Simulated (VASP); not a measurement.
# SnSe (Fm-3m) in VASP: notebook

SnSe is run at these levels: PBE, PBEsol+D4, PBEsol; tasks: single point, relaxation of cell and atoms.

All numbers are computed with VASP 6.6.1; they aren't measurements. Logs are shortened: lines on timing, memory, paths and dates and some standing lists are left out, and cuts for length are marked.

### Step 1. The cell of the first run

It takes space group Fm-3m (No. 225, cubic). The conventional cell has a = 6.020 Å, b = 6.020 Å, c = 6.020 Å, α = 90.00°, β = 90.00°, γ = 90.00°. Within 4.0 Å of Sn (site symmetry m-3m) lie 6 Se at 3.01 Å. Se (site symmetry m-3m) has 6 Sn at 3.01 Å within 4.0 Å.

### Step 2. Single point, PBE

INCAR reads:

```
ALGO = Normal
EDIFF = 1E-7
ENCUT = 520
GGA = PE
ISIF = 2
ISMEAR = 0
LASPH = True
LCHARG = False
LREAL = False
LWAVE = False
NBANDS = 17
NELM = 60
PREC = Accurate
SIGMA = 0.025
```

KPOINTS reads:

```
k-points
0
Gamma
  8 8 8
```

POSCAR reads:

```
SnSe
1.0
    0.0000000000      3.0100000000      3.0100000000
    3.0100000000      0.0000000000      3.0100000000
    3.0100000000      3.0100000000      0.0000000000
Sn Se
1 1
Direct
    0.0000000000      0.0000000000      0.0000000000
    0.5000000000      0.5000000000      0.5000000000
```

Potentials or basis: VASP PAW PBE potentials, release 64 (Sn_d, Se).

Run with:

```
$ cat potpaw_PBE.64/Sn_d/POTCAR potpaw_PBE.64/Se/POTCAR > POTCAR
$ mpirun -np 1 vasp_std > vasp.out
```

OUTCAR:

```text
EDIFF = 1E-7
   ENCUT = 520
   GGA = PE
   ISIF = 2
   ISMEAR = 0
   LASPH = True
   LREAL = False
   NELM = 60
   PREC = Accurate

 ion  position               nearest neighbor table
   1  0.000  0.000  0.000-   2 3.01   2 3.01   2 3.01   2 3.01   2 3.01   2 3.01
   2  0.500  0.500  0.500-   1 3.01   1 3.01   1 3.01   1 3.01   1 3.01   1 3.01

  LATTYP: Found a face centered cubic cell.
 ALAT       =     6.0200000000

  Lattice vectors:

 A1 = (   0.0000000000,   3.0100000000,   3.0100000000)
 A2 = (   3.0100000000,   0.0000000000,   3.0100000000)
 A3 = (   3.0100000000,   3.0100000000,   0.0000000000)

Analysis of symmetry for initial positions (statically):
=====================================================================
 Subroutine PRICEL returns:
 Original cell was already a primitive cell.

 Routine SETGRP: Setting up the symmetry group for a
 face centered cubic supercell.

 Subroutine GETGRP returns: Found 48 space group operations
[... 9 lines left out ...]

 Routine SETGRP: Setting up the symmetry group for a
 face centered cubic supercell.

 Subroutine GETGRP returns: Found 48 space group operations
[... 11 lines left out ...]
                                     Primitive cell

  volume of cell :      54.5418

  direct lattice vectors                    reciprocal lattice vectors
     0.000000000  3.010000000  3.010000000    -0.166112957  0.166112957  0.166112957
     3.010000000  0.000000000  3.010000000     0.166112957 -0.166112957  0.166112957
     3.010000000  3.010000000  0.000000000     0.166112957  0.166112957 -0.166112957

  length of vectors
     4.256782823  4.256782823  4.256782823     0.287716081  0.287716081  0.287716081

  position of ions in fractional coordinates (direct lattice)
     0.000000000  0.000000000  0.000000000
     0.500000000  0.500000000  0.500000000

  ion indices of the primitive-cell ions
   primitive index   ion index
                 1           1
                 2           2

----------------------------------------------------------------------------------------

 KPOINTS: k-points

Automatic generation of k-mesh.
 Grid dimensions read from file:
 generate k-points for:    8    8    8

 Generating k-lattice:

  Cartesian coordinates                     Fractional coordinates (reciprocal lattice)
    -0.020764120  0.020764120  0.020764120     0.125000000  0.000000000  0.000000000
[... 48 lines left out ...]
   NGXF,Y,Z  is equivalent  to a cutoff of  24.99, 24.99, 24.99 a.u.
 SYSTEM =  unknown system
   PREC   = accura    normal or accurate (medium, high low for compatibility)
   ISTART =      0    job   : 0-new  1-cont  2-samecut
   ICHARG =      2    charge: 1-file 2-atom 10-const
   ISPIN  =      1    spin polarized calculation?
   LNONCOLLINEAR =      F non collinear calculations
   LSORBIT =      F    spin-orbit coupling
   LASPH  =      T    aspherical Exc in radial PAW
   ENCUT  =  520.0 eV  38.22 Ry    6.18 a.u.   7.91  7.91  7.91*2*pi/ulx,y,z
   NELM   =     60;   NELMIN=  2; NELMDL= -5     # of ELM steps
   EDIFF  = 0.1E-06   stopping-criterion for ELM
   LREAL  =      F    real-space projection
   EDIFFG = 0.1E-05   stopping-criterion for IOM
   NSW    =      0    number of steps for IOM
   IBRION =     -1    ionic relax: 0-MD 1-quasi-New 2-CG
   NFREE  =      0    steps in history (QN), initial steepest desc. (CG)
   ISIF   =      2    stress and relaxation
   ISYM   =      2    0-nonsym 1-usesym 2-fastsym
   POTIM  = 0.5000    time-step for ionic-motion
   TEBEG  =    0.0;   TEEND  =   0.0 temperature during run
   PSTRESS=    0.0 pullay stress
   NELECT =      20.0000    total number of electrons
   NUPDOWN=      -1.0000    fix difference up-down
   EMIN   =  10.00;   EMAX   =-10.00  energy-range for DOS
   EFERMI =   0.00;   METHOD = LEGACY
   ISMEAR =     0;   SIGMA  =   0.03  broadening in eV -4-tet -1-fermi 0-gaus
   EFERMI_NEDOS =   21; number of points for ismear=-14 and -15
   IALGO  =     38    algorithm
   IMIX   =      4    mixing-type and parameters
     AMIX     =   0.40;   BMIX     =  1.00
     AMIX_MAG =   1.60;   BMIX_MAG =  1.00
  volume/ion in A,a.u.               =      27.27       184.03
  Fermi-wavevector in a.u.,A,eV,Ry     =   1.171768  2.214321 18.681350  1.373040
  Thomas-Fermi vector in A             =   2.308207
   LORBIT       =      0    0 simple, 1 ext, 2 COOP (PROOUT), +10 PAW based schemes
   GGA     = PE    functional components
   LHFCALC =     F    Hartree Fock is set to
   AEXX    =    0.0000 exact exchange contribution
   IVDW    =     0    specifies the selected vdW correction
   LEPSILON=     F    determine dielectric tensor
   LRPA    =     F    only Hartree local field effects (RPA)
 non-spin polarized calculation
 Gauss-broadening in eV      SIGMA  =   0.03
  energy-cutoff  :      520.00
  volume of cell :       54.54
 maximum number of plane-waves:      1480
   NGX = 15   NGY = 15   NGZ = 15

 number of electron      20.0000005 magnetization

 Free energy of the ion-electron system (eV)
  ---------------------------------------------------
  ext. energy  EPLUGINS =         0.00000000
  ---------------------------------------------------
  free energy    TOTEN  =        -8.21894575 eV

  energy without entropy =       -8.21894575  energy(sigma->0) =       -8.21894575

 E-fermi :   5.7192     XC(G=0):  -9.5995

 val. band max:        5.5841218464   @ k =   0.5000   0.0000   0.0000
 cond. band min:       6.1660843517   @ k =   0.5000   0.0000   0.0000
 fundamental gap:      0.5819625054
 Fermi energy:         5.7191924317

 k-point     1 :       0.0000    0.0000    0.0000
  band No.  band energies     occupation
      1     -16.0187      2.00000
      2     -16.0187      2.00000
      3     -16.0187      2.00000
      4     -16.0165      2.00000
      5     -16.0165      2.00000
      6      -8.2796      2.00000
[... 457 lines left out ...]
      4     -16.0098      2.00000
      5     -16.0046      2.00000
      6      -7.2022      2.00000
[... 9 lines left out ...]
     16      16.3817      0.00000
     17      16.4646      0.00000

 [... further k-points ...]
[... 5 lines left out ...]
  --------------------------------------------------------------------------------------
  -------------------------------------------------------------------------------------
  Total        0.3138343      0.3138343      0.3138343      0.0000000      0.0000000     -0.0000000
  in kB        9.2189521      9.2189521      9.2189521      0.0000000      0.0000000     -0.0000000
  external PRESSURE =       9.2189521 kB  Pullay stress =       0.0000000 kB

 VOLUME and BASIS-vectors are now :
 -----------------------------------------------------------------------------
  energy-cutoff  :      520.00
  volume of cell :       54.54
      direct lattice vectors                 reciprocal lattice vectors
     0.000000000  3.010000000  3.010000000    -0.166112957  0.166112957  0.166112957
     3.010000000  0.000000000  3.010000000     0.166112957 -0.166112957  0.166112957
     3.010000000  3.010000000  0.000000000     0.166112957  0.166112957 -0.166112957

 POSITION                                       TOTAL-FORCE (eV/Angst)
 -----------------------------------------------------------------------------------
      0.00000      0.00000      0.00000        -0.000000     -0.000000     -0.000000
      3.01000      3.01000      3.01000         0.000000      0.000000      0.000000
 -----------------------------------------------------------------------------------
    total drift:                                0.000000     -0.000000     -0.000000

  FREE ENERGIE OF THE ION-ELECTRON SYSTEM (eV)
  ---------------------------------------------------
  free  energy   TOTEN  =        -8.2189457525 eV

  energy  without entropy=       -8.2189457525  energy(sigma->0) =       -8.21894575
```

OSZICAR:

```text
N       E                     dE             d eps       ncg     rms          rms(c)
DAV:   1     0.130779532987E+03    0.13078E+03   -0.99267E+03  1003   0.144E+03
DAV:   2     0.402570290242E+01   -0.12675E+03   -0.12288E+03  1042   0.340E+02
DAV:   3    -0.810768781612E+01   -0.12133E+02   -0.12052E+02  1228   0.923E+01
DAV:   4    -0.839403645472E+01   -0.28635E+00   -0.28613E+00  1156   0.151E+01
DAV:   5    -0.840225432346E+01   -0.82179E-02   -0.82176E-02  1420   0.254E+00    0.307E+00
DAV:   6    -0.821790564418E+01    0.18435E+00   -0.45394E-01  1406   0.387E+00    0.183E+00
DAV:   7    -0.821688982637E+01    0.10158E-02   -0.84183E-02  1136   0.128E+00    0.909E-01
DAV:   8    -0.821907770724E+01   -0.21879E-02   -0.90330E-03  1191   0.831E-01    0.116E-01
DAV:   9    -0.821886981067E+01    0.20790E-03   -0.15188E-03  1410   0.312E-01    0.520E-02
DAV:  10    -0.821893969581E+01   -0.69885E-04   -0.18149E-04  1143   0.755E-02    0.119E-02
DAV:  11    -0.821894551395E+01   -0.58181E-05   -0.18048E-05  1261   0.363E-02    0.274E-03
DAV:  12    -0.821894584565E+01   -0.33170E-06   -0.13311E-06  1265   0.119E-02    0.167E-03
DAV:  13    -0.821894575246E+01    0.93190E-07   -0.77129E-08   940   0.276E-03
   1 F= -.82189458E+01 E0= -.82189458E+01  d E =-.231676E-16
```

stdout:

```text
POSCAR found type information on POSCAR SnSe
 POSCAR found :  2 types and       2 ions
 scaLAPACK will be used
 LDA part: xc-table for (Slater+PW92), standard interpolation
 POSCAR, INCAR and KPOINTS ok, starting setup
 FFT: planning ... GRIDC
 FFT: planning ... GRID_SOFT
 FFT: planning ... GRID
 WAVECAR not read
 entering main loop
```

Wall time 47 s (1 thread of AMD EPYC 7R13, shared host); peak memory 0.16 GiB.

What came out:

```yaml
Free_energy: -8.2189 eV
Pressure: 0.9 GPa
Band_gap_on_the_k_mesh: 0.58 eV, direct
```

Caveat: spin-orbit coupling is left out, which moves the levels of the heavy elements. A k mesh can miss the band edges.

### Step 3. Single point, PBE

INCAR reads:

```
PREC = Accurate
ENCUT = 520
EDIFF = 1E-7
ISMEAR = 0
SIGMA = 0.028000000000000004
LREAL = False
LASPH = True
NELM = 60
ALGO = Normal
ISIF = 2
LWAVE = False
LCHARG = False
GGA = PE
NBANDS = 17
```

KPOINTS reads:

```
regular mesh
0
Gamma
  8 8 8
```

POSCAR is that of step 2.

Potentials or basis: VASP PAW PBE potentials, release 64 (Sn_d, Se).

Run with:

```
$ cat potpaw_PBE.64/Sn_d/POTCAR potpaw_PBE.64/Se/POTCAR > POTCAR
$ mpirun -np 1 vasp_std > vasp.out
```

Wall time 45 s (1 thread of AMD EPYC 7R13, shared host); peak memory 0.16 GiB.

The run converged. Its results:

* Free energy: -8.2189 eV
* Pressure: 0.9 GPa
* Band gap on the k mesh: 0.58 eV, direct

Levels at points of the mesh, in eV from the valence-band top:
```tsv
k point	band 6	band 7	band 8	band 9	band 10	band 11	band 12	band 13	band 14	band 15
(0.00, 0.00, 0.00)	-13.86	-5.06	-2.19	-2.19	-2.19	4.32	4.32	4.32	5.87	5.87
(0.50, 0.00, 0.00)	-12.93	-8.04	-1.94	-1.94	0.00	0.58	1.25	1.25	8.25	10.12
(0.50, 0.50, 0.00)	-12.66	-6.00	-5.46	-3.63	-3.63	3.03	5.35	5.35	5.97	10.45
```

Caveat: spin-orbit coupling is left out, which moves the levels of the heavy elements. A k mesh can miss the band edges.

### Step 4. Relaxation of cell and atoms, PBEsol+D4

INCAR reads:

```
ALGO = Normal
EDIFF = 1E-6
EDIFFG = -0.005
ENCUT = 600
GGA = PS
IBRION = 2
ISIF = 3
ISMEAR = -1
IVDW = 13
LASPH = True
LCHARG = False
LREAL = False
LWAVE = False
NELM = 100
NSW = 80
PREC = Accurate
SIGMA = 0.05
```

KPOINTS reads:

```
k-points
0
Gamma
  8 8 8
```

POSCAR is that of step 3.

Run with:

```
$ cat potpaw_PBE.64/Sn_d/POTCAR potpaw_PBE.64/Se/POTCAR > POTCAR
$ mpirun -np 1 vasp_std > vasp.out
```

Run time: 4.5 min. Hardware: 1 thread of AMD EPYC 7R13, shared host; peak memory 0.2 GiB.

The run converged. Its results:

```
Free energy                            : -9.4525 eV
Relaxed volume                         : 25.69 Å³/atom
Relaxed cell                           : a = 4.173 Å, b = 4.173 Å, c = 4.173 Å, α = 60.00°, β = 60.00°, γ = 60.00°
Space group after relaxing (to 0.05 Å) : Fm-3m (No. 225)
Energy gained by relaxing              : 16.4 meV/atom
Ionic steps                            : 13
Pressure after relaxing                : 0.0 GPa
Band gap on the k mesh                 : 0.77 eV, indirect (least direct gap 0.93 eV)
Dispersion energy per atom             : -0.236 eV
```

Step by step:
| step | energy change (eV) | largest force (eV/Å) | pressure (GPa) | volume (Å³) |
| --- | --- | --- | --- | --- |
| 1 | 0.0000 | 0.0000 | -3.09 | 54.54 |
| 2 | -0.0302 | 0.0000 | 1.04 | 50.49 |
| 3 | -0.0329 | 0.0000 | 0.04 | 51.34 |
| 4 | -0.0329 | 0.0000 | -0.07 | 51.40 |
| 5 | -0.0329 | 0.0000 | -0.07 | 51.40 |
| 6 | -0.0329 | 0.0000 | -0.04 | 51.39 |
| 7 | -0.0329 | 0.0000 | -0.05 | 51.39 |
| 8 | -0.0329 | 0.0000 | -0.05 | 51.39 |
| 9 | -0.0329 | 0.0000 | -0.05 | 51.39 |
| 10 | -0.0329 | 0.0000 | -0.06 | 51.39 |
| 11 | -0.0329 | 0.0000 | -0.06 | 51.39 |
| 12 | -0.0329 | 0.0000 | -0.08 | 51.39 |
| 13 | -0.0329 | 0.0000 | -0.01 | 51.38 |

Final structure:
```yaml
crystal:
  lattice:
    - [0.00000, 2.95062, 2.95062]
    - [2.95062, 0.00000, 2.95062]
    - [2.95062, 2.95062, 0.00000]
  atoms:
    - { symbol: Sn, position: [0.00000, 0.00000, 0.00000] }
    - { symbol: Se, position: [0.50000, 0.50000, 0.50000] }
```

Levels at points of the mesh, in eV from the valence-band top:
| k point | band 7 | band 8 | band 9 | band 10 | band 11 | band 12 | band 13 | band 14 |
| --- | --- | --- | --- | --- | --- | --- | --- | --- |
| (0.00, 0.00, 0.00) | -4.79 | -2.24 | -2.24 | -2.24 | 4.63 | 4.63 | 4.63 | 5.85 |
| (0.50, 0.00, 0.00) | -8.29 | -1.98 | -1.98 | -0.02 | 0.91 | 1.28 | 1.28 | 8.40 |
| (0.50, 0.50, 0.00) | -5.94 | -5.82 | -3.82 | -3.82 | 2.83 | 5.78 | 5.78 | 6.44 |

Caveat: the PAW data sets were made with another functional, which shifts forces and pressure a little; spin-orbit coupling is left out, which moves the levels of the heavy elements. A k mesh can miss the band edges.

### Step 5. Single point, PBEsol

This run uses another cell than the first one, of 19.69 Å³/atom, 0.722 times its volume.

INCAR reads:

```
SYSTEM = SnSe
  ALGO = Normal
  EDIFF = 1E-6
  ENCUT = 520
  GGA = PS
  ISIF = 2
  ISMEAR = -1
  LASPH = .True.
  LCHARG = .False.
  LREAL = .False.
  LWAVE = .False.
  NBANDS = 17
  NELM = 100
  PREC = Accurate
  SIGMA = 0.05
```

KPOINTS reads:

```
k-points
0
Gamma
  8 8 8
  0 0 0
```

POSCAR reads:

```
SnSe
1.0
    0.0000000000      2.7003247067      2.7003247067
    2.7003247067      0.0000000000      2.7003247067
    2.7003247067      2.7003247067      0.0000000000
Sn Se
1 1
Direct
    0.0000000000      0.0000000000      0.0000000000
    0.5000000000      0.5000000000      0.5000000000
```

Potentials or basis: VASP PAW PBE potentials, release 64 (Sn_d, Se).

Run with:

```
$ cat potpaw_PBE.64/Sn_d/POTCAR potpaw_PBE.64/Se/POTCAR > POTCAR
$ mpirun -np 1 vasp_std > vasp.out
```

OUTCAR:

```text
SYSTEM = SnSe
   EDIFF = 1E-6
   ENCUT = 520
   GGA = PS
   ISIF = 2
   ISMEAR = -1
   LASPH = .True.
   LREAL = .False.
   NELM = 100
   PREC = Accurate

 ion  position               nearest neighbor table
   1  0.000  0.000  0.000-   2 2.70   2 2.70   2 2.70   2 2.70   2 2.70   2 2.70
   2  0.500  0.500  0.500-   1 2.70   1 2.70   1 2.70   1 2.70   1 2.70   1 2.70

  LATTYP: Found a face centered cubic cell.
 ALAT       =     5.4006494134

  Lattice vectors:

 A1 = (   0.0000000000,   2.7003247067,   2.7003247067)
 A2 = (   2.7003247067,   0.0000000000,   2.7003247067)
 A3 = (   2.7003247067,   2.7003247067,   0.0000000000)

Analysis of symmetry for initial positions (statically):
=====================================================================
 Subroutine PRICEL returns:
 Original cell was already a primitive cell.

 Routine SETGRP: Setting up the symmetry group for a
 face centered cubic supercell.

 Subroutine GETGRP returns: Found 48 space group operations
[... 9 lines left out ...]

 Routine SETGRP: Setting up the symmetry group for a
 face centered cubic supercell.

 Subroutine GETGRP returns: Found 48 space group operations
[... 11 lines left out ...]
                                     Primitive cell

  volume of cell :      39.3802
[... 130 lines left out ...]
  ext. energy  EPLUGINS =         0.00000000
  ---------------------------------------------------
  free energy    TOTEN  =        -8.01254160 eV

  energy without entropy =       -8.00897243  energy(sigma->0) =       -8.01075701

 E-fermi :  10.3987     XC(G=0): -11.3250

 val. band max:       10.2918227751   @ k =  -0.2500   0.1250   0.0000
 cond. band min:      10.5136281805   @ k =   0.5000   0.0000   0.0000
 fundamental gap:      0.2218054054
 Fermi energy:        10.3987437880

 k-point     1 :       0.0000    0.0000    0.0000
  band No.  band energies     occupation
      1     -12.0497      2.00000
      2     -12.0497      2.00000
      3     -12.0273      2.00000
      4     -12.0273      2.00000
      5     -12.0273      2.00000
      6      -6.9478      2.00000
[... 457 lines left out ...]
      4     -11.9973      2.00000
      5     -11.9751      2.00000
      6      -4.7297      2.00000
[... 9 lines left out ...]
     16      21.3639      0.00000
     17      21.4465      0.00000

 [... further k-points ...]
[... 5 lines left out ...]
  --------------------------------------------------------------------------------------
  -------------------------------------------------------------------------------------
  Total        7.4220234      7.4220234      7.4220234     -0.0000000     -0.0000000      0.0000000
  in kB      301.9638389    301.9638389    301.9638389     -0.0000000     -0.0000000      0.0000000
  external PRESSURE =     301.9638389 kB  Pullay stress =       0.0000000 kB

 VOLUME and BASIS-vectors are now :
 -----------------------------------------------------------------------------
  energy-cutoff  :      520.00
  volume of cell :       39.38
      direct lattice vectors                 reciprocal lattice vectors
     0.000000000  2.700324707  2.700324707    -0.185162917  0.185162917  0.185162917
     2.700324707  0.000000000  2.700324707     0.185162917 -0.185162917  0.185162917
     2.700324707  2.700324707  0.000000000     0.185162917  0.185162917 -0.185162917

 POSITION                                       TOTAL-FORCE (eV/Angst)
 -----------------------------------------------------------------------------------
      0.00000      0.00000      0.00000         0.000000     -0.000000     -0.000000
      2.70032      2.70032      2.70032        -0.000000      0.000000      0.000000
 -----------------------------------------------------------------------------------
    total drift:                               -0.000000      0.000000      0.000000

  FREE ENERGIE OF THE ION-ELECTRON SYSTEM (eV)
  ---------------------------------------------------
  free  energy   TOTEN  =        -8.0125415957 eV

  energy  without entropy=       -8.0089724281  energy(sigma->0) =       -8.01075701
```

stdout:

```text
POSCAR found type information on POSCAR SnSe
 POSCAR found :  2 types and       2 ions
 scaLAPACK will be used
 -----------------------------------------------------------------------------
|                                                                             |
|                                                                             |
|     You enforced a specific xc type in the INCAR file but a different       |
|     I HOPE YOU KNOW WHAT YOU ARE DOING!                                     |
|                                                                             |
 -----------------------------------------------------------------------------

 LDA part: xc-table for (Slater+PW92), standard interpolation
 POSCAR, INCAR and KPOINTS ok, starting setup
 FFT: planning ... GRIDC
 FFT: planning ... GRID_SOFT
 FFT: planning ... GRID
 WAVECAR not read
 entering main loop
```

Run time: 12 s. Hardware: 1 thread of Intel Xeon 6975P-C, shared host; peak memory 0.16 GiB.

What came out:

* Free energy: -8.0125 eV
* Pressure: 30.2 GPa
* Band gap on the k mesh: 0.22 eV, indirect (least direct gap 0.32 eV)

Caveat: the PAW data sets were made with another functional, which shifts forces and pressure a little; spin-orbit coupling is left out, which moves the levels of the heavy elements.

(Part 1 of 2 ends here.)
